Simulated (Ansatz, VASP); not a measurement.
## One calculation of SrO, two programs

POSCAR

```
SrO
1.0
    4.3562736472      0.0000000000      0.0000000000
   -2.1781368236      3.7726436443      0.0000000000
    0.0000000000      0.0000000000      5.2483901368
Sr O
2 2
Direct
    0.3333333333      0.6666666667      0.9375000000
    0.6666666667      0.3333333333      0.4375000000
    0.3333333333      0.6666666667      0.4375000000
    0.6666666667      0.3333333333      0.9375000000
```

INCAR.step1

```
SYSTEM = SrO
PREC = Accurate
ENCUT = 520
ISMEAR = 0
SIGMA = 0.01
LREAL = .False.
LASPH = .True.
NELM = 80
NBANDS = 24
GGA = PE
ALGO = Normal
EDIFF = 1E-4
LWAVE = .True.
LCHARG = .False.
```

Contents of INCAR.step2:

```
SYSTEM = SrO
PREC = Accurate
ENCUT = 520
EDIFF = 1E-6
ISMEAR = 0
SIGMA = 0.01
LREAL = .False.
LASPH = .True.
NELM = 80
ALGO = Normal
ISIF = 2
LWAVE = .False.
LCHARG = .True.
METAGGA = R2SCAN
LMIXTAU = .True.
LELF = .True.
LVHAR = .True.
NBANDS = 24
ISTART = 1
```

File KPOINTS:

```
Automatic mesh
0
Gamma
  12 12 6
  0 0 0
```

Input for Ansatz:

```yaml
crystal:
  lattice:
    - [4.3562736472, 0.0, 0.0]
    - [-2.1781368236, 3.7726436443, 0.0]
    - [0.0, 0.0, 5.2483901368]
  atoms:
    - { symbol: Sr, position: [0.3333333333, 0.6666666667, 0.9375] }
    - { symbol: Sr, position: [0.6666666667, 0.3333333333, 0.4375] }
    - { symbol: O, position: [0.3333333333, 0.6666666667, 0.4375] }
    - { symbol: O, position: [0.6666666667, 0.3333333333, 0.9375] }
kpoints:
  mp_grid: { grid: [12, 12, 6] }
  band_path:
    path:
      - [0.0, 0.0, 0.0]
      - [0.5, 0.0, 0.0]
      - [0.3333333333, 0.3333333333, 0.0]
      - [0.0, 0.0, 0.5]
      - [0.5, 0.0, 0.5]
      - [0.3333333333, 0.3333333333, 0.5]
    npoints: 1
hamiltonian:
  xc: r2scan
scf:
  occupations: { method: fixed }
  n_extra_bands: 5
output:
  forces: true
  stress: true
  eigenvalues: true
  write_density: true
  write_potential: true
  elf: true
  volumetric_format: npy
```

Change from the starting cell: hydrostatic strain +2.0%.

Alike in both runs: task single point; functional r2SCAN; k mesh 12 × 12 × 6; no spin polarisation.

|  | VASP | Ansatz |
| --- | --- | --- |
| version | VASP 6.6.1 | Ansatz 0.2.0 |
| potentials or method | VASP PAW PBE potentials, release 64 (Sr_sv, O) | plane waves, PAW |
| plane-wave cutoff (eV) | 520 | 500 |
| occupations | gaussian, width 0.01 eV | fixed |
| valence electrons in the cell | 32 | 32 |

VASP gave:

```
gap on the k mesh at the Fermi level (eV)                     : 2.84
pressure (GPa)                                                : -3.6
traceless stress, the component that is largest in VASP (GPa) : -0.28
```

Question: Which values does Ansatz return?

Answer: gap on the k mesh at the Fermi level (eV): 2.84; pressure (GPa): -4.0; traceless stress, the component that is largest in VASP (GPa): -0.28.

VASP's potentials were made for PBE, not for r2SCAN.
